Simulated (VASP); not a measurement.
The system is Cu.

```
CELL_PARAMETERS angstrom
0.00000 1.80750 1.80750
1.80750 0.00000 1.80750
1.80750 1.80750 0.00000
ATOMIC_POSITIONS crystal
Cu 0.00000 0.00000 0.00000
```

| Quantity | Value |
| --- | --- |
| Program | VASP 6.6.1 |
| Task | relaxation of cell and atoms |
| Functional | PBEsol |
| Potentials or basis | VASP PAW PBE potentials, release 64 (Cu) |
| Cutoff | 600 eV |
| k mesh | 20 × 20 × 20 |
| Occupations | gaussian, width 0.1 eV |
| Spin | no spin polarisation |

At the start: pressure -5.7 GPa; volume 11.81 Å³/atom.

Task: How do energy, volume and symmetry change on relaxing?

Result: Over 3 steps the energy falls by 8.3 meV/atom and the volume is 11.36 Å³/atom (-3.8 %); space group Fm-3m (No. 225, to 0.05 Å).

Step by step:
```csv
step,energy change (eV),largest force (eV/Å),pressure (GPa),volume (Å³)
1,0.0000,0.0000,-5.72,11.81
2,-0.0051,0.0000,4.02,11.10
3,-0.0083,0.0000,0.00,11.36
```

Final structure:
```xyz
1
Lattice="0.0000 1.7844 1.7844 1.7844 0.0000 1.7844 1.7844 1.7844 0.0000" Properties=species:S:1:pos:R:3 pbc="T T T"
Cu    0.0000    0.0000    0.0000
```

Caveat: the PAW data sets were made with another functional, which shifts forces and pressure a little.
